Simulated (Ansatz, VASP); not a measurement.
Two plane-wave programs on AgBr

POSCAR

```
AgBr
1.0
    2.8925452821      2.8925452821      0.0000000000
   -2.8925452821      2.8925452821      0.0000000000
    0.0000000000      2.8925452821      2.8925452821
Ag Br
1 1
Direct
    0.0000000000      0.0000000000      0.0000000000
    0.5000000000      0.5000000000      0.0000000000
```

Contents of INCAR.step1:

```
PREC = Accurate
ENCUT = 550
ISMEAR = 0
SIGMA = 0.01
LREAL = F
LASPH = T
NELM = 120
NBANDS = 16
GGA = PE
ALGO = Normal
EDIFF = 1E-5
LWAVE = T
LCHARG = F
GGA_COMPAT = F
```

The input INCAR.step2:

```
PREC = Accurate
ENCUT = 550
EDIFF = 1E-6
ISMEAR = 0
SIGMA = 0.01
LREAL = F
LASPH = T
NELM = 120
ALGO = Normal
ISIF = 2
LWAVE = F
LCHARG = T
METAGGA = R2SCAN
LMIXTAU = T
LELF = T
LVHAR = T
NBANDS = 16
ISTART = 1
GGA_COMPAT = F
```

KPOINTS

```
Automatic mesh
0
Gamma
  8 8 8
```

Input for Ansatz:

```yaml
crystal:
  lattice:
    - [2.89254528211, 2.89254528211, 0.0]
    - [-2.89254528211, 2.89254528211, 0.0]
    - [0.0, 2.89254528211, 2.89254528211]
  atoms:
    - { symbol: Ag, position: [0.0, 0.0, 0.0] }
    - { symbol: Br, position: [0.5, 0.5, 0.0] }
kpoints:
  mp_grid: { grid: [8, 8, 8] }
scf:
  occupations: { method: fixed }
  convergence: { dr2_threshold: 1.0e-10 }
hamiltonian:
  xc: r2scan
  pseudopotentials: { kind: paw }
output:
  forces: true
  stress: true
  eigenstates:
    kpoints:
      - [0.0, 0.0, 0.0]
      - [0.5, 0.0, 0.0]
      - [0.0, 0.5, 0.5]
      - [0.0, -0.5, 0.0]
      - [0.5, 0.0, 0.5]
      - [-0.5, -0.5, -0.5]
      - [-0.5, 0.5, 0.0]
      - [0.0, 0.0, -0.5]
  eigenvalues: true
```

Change from the starting cell: unstrained.

Alike in both runs: task single point; functional r2SCAN; k mesh 8 × 8 × 8; no spin polarisation.

|  | VASP | Ansatz |
| --- | --- | --- |
| version | VASP 6.6.1 | Ansatz 0.2.0 |
| potentials or method | VASP PAW PBE potentials, release 64 (Ag, Br) | PAW with Ansatz's default frozen-core files, scalar-relativistic |
| plane-wave cutoff (eV) | 550 | 500 |
| occupations | gaussian, width 0.01 eV | fixed |
| valence electrons in the cell | 18 | 26 |

|  | VASP | Ansatz | Ansatz less VASP |
| --- | --- | --- | --- |
| gap on the k mesh at the Fermi level (eV) | 1.25 | 1.29 | +0.047 |
| pressure (GPa) | -0.1 | 0.0 | +0.05 |

VASP's potentials were made for PBE, not for r2SCAN. VASP's potentials hold 18 valence electrons a cell and Ansatz's 26, so a difference there can come from the potentials and not from the codes.
